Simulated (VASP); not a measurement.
# B (Pmmm) in VASP: a series of runs, part 3 of 3

VASP 6.6.1. Earlier steps stand in the parts before.

### Step 6. Relaxation of cell and atoms, PBE

INCAR

```
SYSTEM = B
ALGO = Normal
EDIFF = 1E-7
EDIFFG = -0.01
ENCUT = 600
GGA = PE
IBRION = 2
ISIF = 3
ISMEAR = 0
LASPH = .True.
LCHARG = .False.
LREAL = .False.
LWAVE = .False.
NELM = 100
NSW = 100
PREC = Accurate
SIGMA = 0.1
```

KPOINTS

```
k-points
0
Gamma
  22 18 14
  0 0 0
```

POSCAR

```
B
1.0
    2.1036302399      0.0000000000      0.0000000000
    0.0000000000      2.6917960297      0.0000000000
    0.0000000000      0.0000000000      3.5507520324
B
3
Direct
    0.5000000000      0.5000000000      0.2390111488
    0.5000000000      0.5000000000      0.7609888512
    0.0000000000      0.0000000000      0.5000000000
```

Potentials or basis: VASP PAW PBE potentials, release 64 (B).

On the command line:

```
$ cat potpaw_PBE.64/B/POTCAR > POTCAR
$ mpirun -np 1 vasp_std > vasp.out
```

OUTCAR:

```text
SYSTEM = B
   EDIFF = 1E-7
   EDIFFG = -0.01
   ENCUT = 600
   GGA = PE
   IBRION = 2
   ISIF = 3
   ISMEAR = 0
   LASPH = .True.
   LREAL = .False.
   NELM = 100
   NSW = 100
   PREC = Accurate

 ion  position               nearest neighbor table
   1  0.500  0.500  0.239-   2 1.70   2 1.85   3 1.94   3 1.94   3 1.94   3 1.94
   2  0.500  0.500  0.761-   1 1.70   1 1.85   3 1.94   3 1.94   3 1.94   3 1.94
   3  0.000  0.000  0.500-   1 1.94   2 1.94   1 1.94   2 1.94   1 1.94   2 1.94   1 1.94   2 1.94

  LATTYP: Found a simple orthorhombic cell.
 ALAT       =     2.1036302399
 B/A-ratio  =     1.2795956146
 C/A-ratio  =     1.6879164242

  Lattice vectors:

 A1 = (   2.1036302399,   0.0000000000,   0.0000000000)
 A2 = (   0.0000000000,   2.6917960297,   0.0000000000)
 A3 = (   0.0000000000,   0.0000000000,   3.5507520324)

Analysis of symmetry for initial positions (statically):
=====================================================================
 Subroutine PRICEL returns:
 Original cell was already a primitive cell.

 Routine SETGRP: Setting up the symmetry group for a
 simple orthorhombic supercell.

 Subroutine GETGRP returns: Found  8 space group operations
 (whereof  8 operations were pure point group operations)
 out of a pool of  8 trial point group operations.

The static configuration has the point symmetry D_2h.

Analysis of symmetry for dynamics (positions and initial velocities):
=====================================================================
 Subroutine PRICEL returns:
 Original cell was already a primitive cell.

 Routine SETGRP: Setting up the symmetry group for a
 simple orthorhombic supercell.

 Subroutine GETGRP returns: Found  8 space group operations
 (whereof  8 operations were pure point group operations)
 out of a pool of  8 trial point group operations.

The dynamic configuration has the point symmetry D_2h.

[... 142 lines left out ...]
 number of electron       9.0000000 magnetization

 Free energy of the ion-electron system (eV)
  ---------------------------------------------------
  ext. energy  EPLUGINS =         0.00000000
  ---------------------------------------------------
  free energy    TOTEN  =       -17.32790182 eV

  energy without entropy =      -17.32510665  energy(sigma->0) =      -17.32650423

------------------------ aborting loop because EDIFF is reached ----------------------------------------

  FORCE on cell =-STRESS in cart. coord.  units (eV):
  Direction    XX          YY          ZZ          XY          YZ          ZX
  --------------------------------------------------------------------------------------
  -------------------------------------------------------------------------------------
  Total        0.3633033      0.3578953     -0.4589560      0.0000000      0.0000000      0.0000000
  in kB       28.9499608     28.5190229    -36.5720840      0.0000000      0.0000000      0.0000000
  external PRESSURE =       6.9656332 kB  Pullay stress =       0.0000000 kB
[... 92 lines left out ...]
  FREE ENERGIE OF THE ION-ELECTRON SYSTEM (eV)
  ---------------------------------------------------
  free  energy   TOTEN  =       -17.3379696499 eV

  energy  without entropy=      -17.3357108170  energy(sigma->0) =      -17.33684023

[... ionic steps 4 to 8 ...]

--------------------------------------- Ionic step        9  -------------------------------------------

 number of electron       9.0000000 magnetization

------------------------ aborting loop because EDIFF is reached ----------------------------------------
[... 69 lines left out ...]
--------------------------------------- Ionic step       11  -------------------------------------------

 number of electron       9.0000000 magnetization

 Free energy of the ion-electron system (eV)
  ---------------------------------------------------
  ext. energy  EPLUGINS =         0.00000000
  ---------------------------------------------------
  free energy    TOTEN  =       -17.34348583 eV

  energy without entropy =      -17.34101018  energy(sigma->0) =      -17.34224800

 E-fermi :   7.6695     XC(G=0): -12.1981

 val. band max:        7.6652090913   @ k =   0.2727   0.3889   0.3571
 cond. band min:       7.6757327419   @ k =   0.3636   0.0556   0.2143
 fundamental gap:      0.0105236506
 Fermi energy:         7.6695357173

 k-point     1 :       0.0000    0.0000    0.0000
  band No.  band energies     occupation
      1      -9.4844      2.00000
      2       0.1704      2.00000
      3       1.5314      2.00000
      4       3.7937      2.00000
      5      11.9576      0.00000
      6      12.6283      0.00000
      7      14.2783      0.00000
      8      18.5589      0.00000
[... 243 lines left out ...]
 k-point    24 :       0.5000    0.0556    0.0000
  band No.  band energies     occupation
      1      -3.3163      2.00000
      2      -2.6969      2.00000
      3       4.3068      2.00000
      4       5.2634      2.00000
      5       9.9984      0.00000
      6      11.3640      0.00000
      7      11.6665      0.00000
      8      13.0676      0.00000

 [... further k-points ...]
[... 5 lines left out ...]
  --------------------------------------------------------------------------------------
  -------------------------------------------------------------------------------------
  Total        0.0150189      0.0078772     -0.0068490      0.0000000      0.0000000      0.0000000
  in kB        1.1882003      0.6231939     -0.5418529      0.0000000      0.0000000      0.0000000
  external PRESSURE =       0.4231804 kB  Pullay stress =       0.0000000 kB
[... 18 lines left out ...]
  FREE ENERGIE OF THE ION-ELECTRON SYSTEM (eV)
  ---------------------------------------------------
  free  energy   TOTEN  =       -17.3434858298 eV

  energy  without entropy=      -17.3410101796  energy(sigma->0) =      -17.34224800

 reached required accuracy - stopping structural energy minimisation
```

OSZICAR:

```text
N       E                     dE             d eps       ncg     rms          rms(c)
DAV:   1     0.105292303676E+02    0.10529E+02   -0.48553E+03 15424   0.108E+03
DAV:   2    -0.173340708736E+02   -0.27863E+02   -0.27119E+02 24152   0.151E+02
[... 72 lines left out ...]
  10 F= -.17343474E+02 E0= -.17342253E+02  d E =-.897696E-04
       N       E                     dE             d eps       ncg     rms          rms(c)
DAV:   1    -0.173434888524E+02   -0.15302E-04   -0.30007E-04 19080   0.159E-01    0.102E-02
DAV:   2    -0.173434862920E+02    0.25604E-05   -0.91627E-06 21104   0.258E-02    0.540E-03
DAV:   3    -0.173434857965E+02    0.49553E-06   -0.14111E-06 20896   0.839E-03    0.182E-03
DAV:   4    -0.173434858298E+02   -0.33331E-07   -0.16660E-07 11120   0.333E-03
  11 F= -.17343486E+02 E0= -.17342248E+02  d E =-.122929E-04
```

It took 4.9 min on 1 thread of Intel Xeon 6975P-C (Granite Rapids), shared host; peak memory 0.26 GiB.

Results:

```
Free energy                            : -17.3435 eV
Relaxed volume                         : 6.75 Å³/atom
Relaxed cell                           : a = 2.138 Å, b = 2.708 Å, c = 3.498 Å, α = 90.00°, β = 90.00°, γ = 90.00°
Space group after relaxing (to 0.05 Å) : Pmmm (No. 47)
Energy gained by relaxing              : 5.2 meV/atom
Ionic steps                            : 11
Pressure after relaxing                : 0.0 GPa
```

Step by step:
```tsv
step	energy change (eV)	largest force (eV/Å)	pressure (GPa)	volume (Å³)
1	0.0000	0.4093	0.70	20.11
2	-0.0094	0.3394	0.17	20.19
3	-0.0101	0.1864	0.24	20.17
4	-0.0150	0.0554	0.29	20.24
5	-0.0150	0.0715	0.25	20.23
6	-0.0154	0.0781	-0.11	20.26
7	-0.0155	0.0406	-0.03	20.25
8	-0.0156	0.0149	-0.06	20.26
9	-0.0156	0.0005	-0.05	20.26
10	-0.0156	0.0003	-0.05	20.26
11	-0.0156	0.0016	0.04	20.25
```

Final structure:
```
CELL_PARAMETERS angstrom
2.13822 0.00000 0.00000
0.00000 2.70793 0.00000
0.00000 0.00000 3.49758
ATOMIC_POSITIONS crystal
B 0.50000 0.50000 0.24318
B 0.50000 0.50000 0.75682
B 0.00000 0.00000 0.50000
```

Levels at points of the mesh, in eV from the Fermi level:
| k point | band 1 | band 2 | band 3 | band 4 | band 5 | band 6 | band 7 | band 8 |
| --- | --- | --- | --- | --- | --- | --- | --- | --- |
| (0.00, 0.00, 0.00) | -17.15 | -7.50 | -6.14 | -3.88 | 4.29 | 4.96 | 6.61 | 10.89 |
| (0.50, 0.00, 0.00) | -11.04 | -10.40 | -3.40 | -2.46 | 2.76 | 4.00 | 4.01 | 5.35 |
| (0.00, 0.50, 0.00) | -13.87 | -12.25 | -6.08 | -3.84 | -0.05 | 3.94 | 8.21 | 9.81 |
| (0.50, 0.50, 0.00) | -8.63 | -7.95 | -5.67 | -2.31 | -2.00 | 1.36 | 3.18 | 4.06 |
| (0.00, 0.00, 0.50) | -16.07 | -12.44 | -2.88 | 1.29 | 2.40 | 4.30 | 5.96 | 8.69 |
| (0.50, 0.00, 0.50) | -10.49 | -8.79 | -6.44 | -5.33 | 4.29 | 4.67 | 6.14 | 7.16 |
| (0.00, 0.50, 0.50) | -13.03 | -11.00 | -9.02 | -7.52 | 6.97 | 9.55 | 9.95 | 10.24 |
| (0.50, 0.50, 0.50) | -7.22 | -7.11 | -5.26 | -3.47 | -2.87 | -1.23 | -0.56 | 0.91 |

### Step 7. The runs side by side

```csv
task,cell,k mesh,cutoff (eV),gap on the mesh (eV),pressure (GPa),relaxed volume (Å³/atom),largest force (eV/Å)
single point,"a = 2.104, b = 2.692, c = 3.551 Å, 3 atoms",8 × 6 × 6,520,none,-0.1,-,0.01
single point,"a = 2.470, b = 2.875, c = 3.293 Å, 3 atoms",8 × 6 × 6,520,none,-3.9,-,7.04
relaxation of cell and atoms,"relaxed from a = 2.470, b = 2.875, c = 3.293 Å, 3 atoms",8 × 6 × 6,600,none,0.0,6.70,-
single point,"a = 2.140, b = 2.708, c = 3.496 Å, 3 atoms",22 × 18 × 14,520,none,0.0,-,0.01
relaxation of cell and atoms,"relaxed from a = 2.104, b = 2.692, c = 3.551 Å, 3 atoms",22 × 18 × 14,600,none,0.0,6.75,-
```

Alike in all rows: level PBE; potentials or basis VASP PAW PBE potentials, release 64 (B); no spin polarisation; smearing gaussian 0.1 eV.

Caveats: some runs use coarse meshes; forces of over 1 eV/Å act on the atoms, so gaps and moduli don't describe the material at rest (some runs).

Total energies depend on the potentials used, so only differences within one code and one set of settings carry meaning.
